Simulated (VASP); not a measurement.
Input of a VASP 6.6.1 run:

Contents of INCAR:

```
SYSTEM = FeCuSO
PREC = Accurate ; ENCUT = 700
EDIFF = 1E-6 ; ISMEAR = -1
SIGMA = 0.1 ; LREAL = .False.
LASPH = .True. ; NELM = 120
ALGO = Normal ; ISIF = 2
LWAVE = .False. ; LCHARG = .False.
GGA = PE ; NBANDS = 57
GGA_COMPAT = .False.
```

Contents of KPOINTS:

```
regular mesh
0
Gamma
  5 5 2
  0 0 0
```

Contents of POSCAR:

```
FeCuSO
1.0
    3.7863880000      0.0000000000      0.0000000000
    0.0000000000      3.7863880000      0.0000000000
    0.0000000000      0.0000000000      8.5646720000
Cu S Fe O
2 2 2 2
Direct
    0.7500000000      0.2500000000      0.5000000000
    0.2500000000      0.7500000000      0.5000000000
    0.2500000000      0.2500000000      0.3442000000
    0.7500000000      0.7500000000      0.6558000000
    0.2500000000      0.7500000000      0.0000000000
    0.7500000000      0.2500000000      0.0000000000
    0.2500000000      0.2500000000      0.9256000000
    0.7500000000      0.7500000000      0.0744000000
```

Potentials or basis: VASP PAW PBE potentials, release 64 (Cu_sv_GW, S, Fe_sv, O).

Command:

```console
$ cat potpaw_PBE.64/Cu_sv_GW/POTCAR potpaw_PBE.64/S/POTCAR potpaw_PBE.64/Fe_sv/POTCAR potpaw_PBE.64/O/POTCAR > POTCAR
$ mpirun -np 1 vasp_std > vasp.out
```

(1) Estimate the largest force.

(2) What does it give for the band gap on the k mesh?

(3) Predict the pressure.

Answers

(1) 0.842 eV/Å.

(2) zero (bands 47 and 48 overlap by 0.68 eV).

(3) -9.3 GPa.

Caveat: the k points lie up to 0.37 Å⁻¹ apart, too coarse for converged energies and pressures of a metal; the run has no spin polarisation, though such a crystal can be magnetic; semilocal functionals often make such compounds metallic where correlation or magnetic order opens a gap, which also shifts bond lengths.
